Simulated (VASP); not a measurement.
# GaN: single point with r2SCAN

The system is GaN.

```
Ga N
1.0
     0.00000    2.10852    2.17177
     2.10852    0.00000    2.17177
     2.10852    2.10852    0.00000
Ga N
1 1
Direct
  0.00000 0.00000 0.00000
  0.50000 0.50000 0.50000
```

This cell differs from its parent crystal: uniaxial z strain +3.0%.

```yaml
Program: VASP 6.6.1
Task: single point
Functional: r2SCAN
Potentials_or_basis: VASP PAW PBE potentials, release 64 (Ga_d, N)
Cutoff: 520 eV
k_mesh: 10 × 10 × 10
Occupations: gaussian, width 0.01 eV
Spin: no spin polarisation
```

```yaml
Pressure: -5.3 GPa
Band_gap_on_the_k_mesh: 0.83 eV, indirect (least direct gap 2.86 eV)
```

Stress tensor (GPa, compression positive):
```
-3.75  0.00  0.00
 0.00 -3.75  0.00
 0.00  0.00 -8.45
```

Levels at points of the mesh, in eV from the valence-band top:
```csv
k point,band 5,band 6,band 7,band 8,band 9,band 10,band 11,band 12,band 13,band 14
"(0.00, 0.00, 0.00)",-14.40,-14.36,-0.63,-0.63,-0.37,2.49,15.13,15.37,15.37,15.72
"(0.50, 0.00, 0.00)",-14.25,-14.23,-8.27,-0.30,-0.14,5.20,9.38,9.94,9.97,17.22
"(0.50, 0.50, 0.00)",-14.19,-11.84,-7.13,-2.96,-2.96,1.12,8.67,12.51,15.53,15.53
"(0.50, 0.00, 0.50)",-14.16,-11.55,-7.07,-3.34,-2.92,0.83,8.32,12.90,14.74,15.67
```

It took 54 s on 1 thread of Intel(R) Xeon(R) Platinum 8488C (Sapphire Rapids), with other jobs on the host, peak memory 0.16 GiB.

Caveat: the cell differs from its parent crystal (uniaxial z strain +3.0%); the PAW data sets were made with another functional, which shifts forces and pressure a little. A k mesh can miss the band edges.
